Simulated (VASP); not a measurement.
A run of VASP 6.6.1 is set up as follows.

File INCAR:

```
PREC     = Accurate       # precision mode
ENCUT    = 600            # plane-wave cutoff, eV
EDIFF    = 1E-6           # SCF threshold, eV
ISMEAR   = 0              # smearing method
SIGMA    = 0.2            # smearing width, eV
LREAL    = F              # projectors in reciprocal space
LASPH    = T              # aspherical terms in the spheres
NELM     = 120            # most SCF steps
ALGO     = Normal         # electronic algorithm
ISIF     = 2              # what is computed and relaxed
LWAVE    = F              # write WAVECAR
LCHARG   = F              # write CHGCAR
GGA      = PE             # functional
NBANDS   = 25             # bands
GGA_COMPAT= F
```

File KPOINTS:

```
Automatic mesh
0
Gamma
  4 4 2
```

POSCAR

```
Mg4S
1.0
    5.1092279654     -0.0000000029      0.0000000000
   -2.5546139801      4.4247212132      0.0000000000
    0.0000000000      0.0000000000     11.1780026595
Mg S
8 2
Direct
    0.0000000000      0.0000000000      0.3733886388
    0.0000000000      0.0000000000      0.6266113612
    0.3333333333      0.6666666667      0.7676762873
    0.3333333333      0.6666666667      0.2323237127
    0.6666666667      0.3333333333      0.2323237127
    0.6666666667      0.3333333333      0.7676762873
    0.0000000000      0.0000000000      0.1225332960
    0.0000000000      0.0000000000      0.8774667040
    0.3333333333      0.6666666667      0.0000000000
    0.6666666667      0.3333333333      0.0000000000
```

Potentials or basis: VASP PAW PBE potentials, release 64 (Mg, S).

Run with:

```console
$ cat potpaw_PBE.64/Mg/POTCAR potpaw_PBE.64/S/POTCAR > POTCAR
$ mpirun -np 1 vasp_std > vasp.out
```

What does it give for the pressure?

0.0 GPa.

Predict the band gap on the k mesh.

zero (bands 14 and 15 overlap by 1.21 eV).

Stress tensor (GPa, compression positive):
```
-0.08  0.00  0.00
 0.00 -0.08  0.00
 0.00  0.00  0.12
```
